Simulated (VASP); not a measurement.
# TaN (Pm-3m) in VASP: a series of runs, part 2 of 2

VASP 6.6.1. Earlier steps stand in the parts before.

### 4 Single point, HSE06

This run uses another cell than the first one, of 10.20 Å³/atom.

Input file POSCAR:

```
TaN
1.0
    2.7323076900      0.0000000000      0.0000000000
    0.0000000000      2.7323076900      0.0000000000
    0.0000000000      0.0000000000      2.7323076900
Ta N
1 1
Direct
    0.0000000000      0.0000000000      0.0000000000
    0.5000000000      0.5000000000      0.5000000000
```

Input file INCAR.step1:

```
PREC     = Accurate       # precision mode
ENCUT    = 520            # plane-wave cutoff, eV
EDIFF    = 1E-5           # SCF threshold, eV
ISMEAR   = -1             # smearing method
SIGMA    = 0.05           # smearing width, eV
LREAL    = F              # projectors in reciprocal space
LASPH    = T              # aspherical terms in the spheres
NELM     = 100            # most SCF steps
ALGO     = Normal         # electronic algorithm
ISIF     = 2              # what is computed and relaxed
LWAVE    = T              # write WAVECAR
LCHARG   = F              # write CHGCAR
GGA      = PE             # functional
NBANDS   = 15             # bands
```

Input file INCAR.step2:

```
PREC     = Accurate       # precision mode
ENCUT    = 520            # plane-wave cutoff, eV
EDIFF    = 1E-6           # SCF threshold, eV
ISMEAR   = -1             # smearing method
SIGMA    = 0.05           # smearing width, eV
LREAL    = F              # projectors in reciprocal space
LASPH    = T              # aspherical terms in the spheres
NELM     = 100            # most SCF steps
ALGO     = Normal         # electronic algorithm
ISIF     = 2              # what is computed and relaxed
LWAVE    = F              # write WAVECAR
LCHARG   = F              # write CHGCAR
GGA      = PE             # functional
LHFCALC  = T              # exact exchange
HFSCREEN = 0.2079         # screening, 1/A
PRECFOCK = Normal       
ISTART   = 1            
NBANDS   = 15             # bands
```

Input file KPOINTS:

```
Automatic mesh
0
Gamma
  5 5 5
```

Potentials or basis: VASP PAW PBE potentials, release 64 (Ta_pv, N).

The run is started by

```
cat potpaw_PBE.64/Ta_pv/POTCAR potpaw_PBE.64/N/POTCAR > POTCAR
cp INCAR.step1 INCAR
mpirun -np 1 vasp_std > vasp.out
cp INCAR.step2 INCAR
mpirun -np 1 vasp_std > vasp.out
```

OUTCAR:

```text
PREC = Accurate
   ENCUT = 520
   EDIFF = 1E-6
   ISMEAR = -1
   LREAL = F
   LASPH = T
   NELM = 100
   ISIF = 2
   GGA = PE
   LHFCALC = T
   HFSCREEN = 0.2079
   PRECFOCK = Normal
   ISTART = 1

 ion  position               nearest neighbor table
   1  0.000  0.000  0.000-   2 2.37   2 2.37   2 2.37   2 2.37   2 2.37   2 2.37   2 2.37   2 2.37

   2  0.500  0.500  0.500-   1 2.37   1 2.37   1 2.37   1 2.37   1 2.37   1 2.37   1 2.37   1 2.37

  LATTYP: Found a simple cubic cell.
 ALAT       =     2.7323076900

  Lattice vectors:

 A1 = (   2.7323076900,   0.0000000000,   0.0000000000)
 A2 = (   0.0000000000,   2.7323076900,   0.0000000000)
 A3 = (   0.0000000000,   0.0000000000,   2.7323076900)

Analysis of symmetry for initial positions (statically):
=====================================================================
 Subroutine PRICEL returns:
 Original cell was already a primitive cell.

 Routine SETGRP: Setting up the symmetry group for a
 simple cubic supercell.

[... 166 lines left out ...]
  band No.  band energies     occupation
      1     -28.2558      2.00000
      2     -28.2558      2.00000
      3     -28.2558      2.00000
      4     -11.3301      2.00000
      5       3.7726      2.00000
      6       3.7726      2.00000
      7       6.0169      2.00000
      8       6.0169      2.00000
      9       6.0169      2.00000
     10      12.5960      0.00000
     11      14.2512      0.00000
     12      14.2512      0.00000
     13      14.2512      0.00000
     14      24.1806      0.00000
[... 149 lines left out ...]
      2     -29.1741      2.00000
      3     -29.1741      2.00000
      4      -7.6200      2.00000
      5      -0.3663      2.00000
      6      -0.3663      2.00000
      7       0.9290      2.00000
      8      13.1863      0.00000
      9      13.5314      0.00000
     10      13.5314      0.00000
     11      16.4703      0.00000
     12      16.4703      0.00000
     13      18.8296      0.00000
     14      22.4623      0.00000
     15      22.4623      0.00000

------------------------ aborting loop because EDIFF is reached ----------------------------------------

  FORCE on cell =-STRESS in cart. coord.  units (eV):
  Direction    XX          YY          ZZ          XY          YZ          ZX
  --------------------------------------------------------------------------------------
  -------------------------------------------------------------------------------------
  Total       -0.2049284     -0.2049284     -0.2049284     -0.0000000      0.0000000     -0.0000000
  in kB      -16.0962212    -16.0962212    -16.0962212     -0.0000000      0.0000000     -0.0000000
  external PRESSURE =     -16.0962212 kB  Pullay stress =       0.0000000 kB

 VOLUME and BASIS-vectors are now :
 -----------------------------------------------------------------------------
  energy-cutoff  :      520.00
  volume of cell :       20.40
      direct lattice vectors                 reciprocal lattice vectors
     2.732307690  0.000000000  0.000000000     0.365990991  0.000000000  0.000000000
     0.000000000  2.732307690  0.000000000     0.000000000  0.365990991  0.000000000
     0.000000000  0.000000000  2.732307690     0.000000000  0.000000000  0.365990991

 POSITION                                       TOTAL-FORCE (eV/Angst)
 -----------------------------------------------------------------------------------
      0.00000      0.00000      0.00000         0.000000      0.000000      0.000000
      1.36615      1.36615      1.36615         0.000000      0.000000      0.000000
 -----------------------------------------------------------------------------------
    total drift:                               -0.000000      0.000000     -0.000000

  FREE ENERGIE OF THE ION-ELECTRON SYSTEM (eV)
  ---------------------------------------------------
  free  energy   TOTEN  =       -24.6178727344 eV

  energy  without entropy=      -24.6047758580  energy(sigma->0) =      -24.61132430
```

OSZICAR.step1:

```text
N       E                     dE             d eps       ncg     rms          rms(c)
DAV:   1     0.919254375091E+02    0.91925E+02   -0.85255E+03   300   0.112E+03
DAV:   2    -0.202713002883E+02   -0.11220E+03   -0.10466E+03   363   0.299E+02
DAV:   3    -0.229428325327E+02   -0.26715E+01   -0.26624E+01   328   0.452E+01
DAV:   4    -0.229510938492E+02   -0.82613E-02   -0.82595E-02   398   0.279E+00
DAV:   5    -0.229511340489E+02   -0.40200E-04   -0.40199E-04   335   0.176E-01    0.211E+01
DAV:   6    -0.208751749041E+02    0.20760E+01   -0.31661E+00   349   0.208E+01    0.930E+00
DAV:   7    -0.208162743788E+02    0.58901E-01   -0.51571E-01   328   0.561E+00    0.659E+00
DAV:   8    -0.207952221791E+02    0.21052E-01   -0.15877E-01   342   0.339E+00    0.171E+00
DAV:   9    -0.207881393033E+02    0.70829E-02   -0.12562E-02   349   0.918E-01    0.193E-01
DAV:  10    -0.207880893707E+02    0.49933E-04   -0.92571E-04   363   0.327E-01    0.101E-01
DAV:  11    -0.207880356397E+02    0.53731E-04   -0.11793E-04   342   0.925E-02    0.108E-02
DAV:  12    -0.207880354245E+02    0.21520E-06   -0.84758E-06   171   0.276E-02
   1 F= -.20788035E+02 E0= -.20780782E+02  d E =-.145067E-01
```

It took 4 min on 1 thread of Intel Xeon Platinum 8259CL at 2.50GHz (Skylake/Cascade Lake), shared host; peak memory 0.23 GiB.

What came out:

```
Free energy            : -24.6179 eV
Pressure               : -1.6 GPa
Band gap on the k mesh : zero (bands 8 and 9 overlap by 7.17 eV)
```

Levels at points of the mesh, in eV from the Fermi level:
```csv
k point,band 4,band 5,band 6,band 7,band 8,band 9,band 10,band 11,band 12,band 13
"(0.00, 0.00, 0.00)",-19.44,-4.33,-4.33,-2.09,-2.09,-2.09,4.49,6.14,6.14,6.14
```

Caveat: the k points lie up to 0.46 Å⁻¹ apart, too coarse for converged energies and pressures of a metal; the PAW data sets were made with another functional, which shifts forces and pressure a little; spin-orbit coupling is left out, which moves the levels of the heavy elements.

### 5 Single point, PBE-based screened hybrid with 25 % exact exchange

This run uses another cell than the first one, of 10.20 Å³/atom.

POSCAR is that of step 4.

Input file INCAR.step1:

```
SYSTEM = TaN
ALGO = Normal
EDIFF = 1E-5
ENCUT = 520
GGA = PE
ISIF = 2
ISMEAR = -1
LASPH = .TRUE.
LCHARG = .FALSE.
LREAL = .FALSE.
LWAVE = .TRUE.
NBANDS = 15
NELM = 80
PREC = Accurate
SIGMA = 0.05
```

Input file INCAR.step2:

```
SYSTEM = TaN
AEXX = 0.25
ALGO = Normal
EDIFF = 1E-6
ENCUT = 520
GGA = PE
HFSCREEN = 0.3
ISIF = 2
ISMEAR = -1
ISTART = 1
LASPH = .TRUE.
LCHARG = .FALSE.
LHFCALC = .TRUE.
LREAL = .FALSE.
LWAVE = .FALSE.
NBANDS = 15
NELM = 80
PREC = Accurate
PRECFOCK = Normal
SIGMA = 0.05
```

Input file KPOINTS:

```
k-points
0
G
  5 5 5
  0 0 0
```

The run is started by

```
cat potpaw_PBE.64/Ta_pv/POTCAR potpaw_PBE.64/N/POTCAR > POTCAR
cp INCAR.step1 INCAR
mpirun -np 1 vasp_std > vasp.out
cp INCAR.step2 INCAR
mpirun -np 1 vasp_std > vasp.out
```

It took 4.1 min on 1 thread of Intel Xeon Platinum 8259CL at 2.50GHz (Skylake/Cascade Lake), shared host; peak memory 0.24 GiB.

It converged, with:

- Free energy: -23.9699 eV
- Pressure: -1.2 GPa
- Band gap on the k mesh: zero (bands 8 and 9 overlap by 6.94 eV)

Levels at points of the mesh, in eV from the Fermi level:
| k point | band 6 | band 7 | band 8 | band 9 | band 10 | band 11 |
| --- | --- | --- | --- | --- | --- | --- |
| (0.00, 0.00, 0.00) | -4.24 | -2.02 | -2.02 | -2.02 | 4.33 | 5.97 |

Caveat: the k points lie up to 0.46 Å⁻¹ apart, too coarse for converged energies and pressures of a metal; the PAW data sets were made with another functional, which shifts forces and pressure a little; spin-orbit coupling is left out, which moves the levels of the heavy elements.

### 6 Summary

```tsv
level	cell	screening parameter	gap on the mesh (eV)	pressure (GPa)
PBEsol-based global hybrid with 25 % exact exchange	a = 2.713 Å, 2 atoms	-	none	-0.5
PBEsol-based screened hybrid with 25 % exact exchange	a = 2.712 Å, 2 atoms	0.207 1/Å	none	-0.3
HSE06	a = 2.732 Å, 2 atoms	0.2079 1/Å	none	-1.6
PBE-based screened hybrid with 25 % exact exchange	a = 2.732 Å, 2 atoms	0.3 1/Å	none	-1.2
```

Alike in all rows: task single point; potentials or basis VASP PAW PBE potentials, release 64 (Ta_pv, N); no spin polarisation; k mesh 5 × 5 × 5; cutoff (eV) 520; smearing fermi-dirac 0.05 eV.

Caveats: all runs use coarse meshes; the PAW data sets were made with another functional, which shifts forces and pressure a little; spin-orbit coupling is left out, which moves the levels of the heavy elements.

Absolute energies hang on the potentials; compare differences alone.
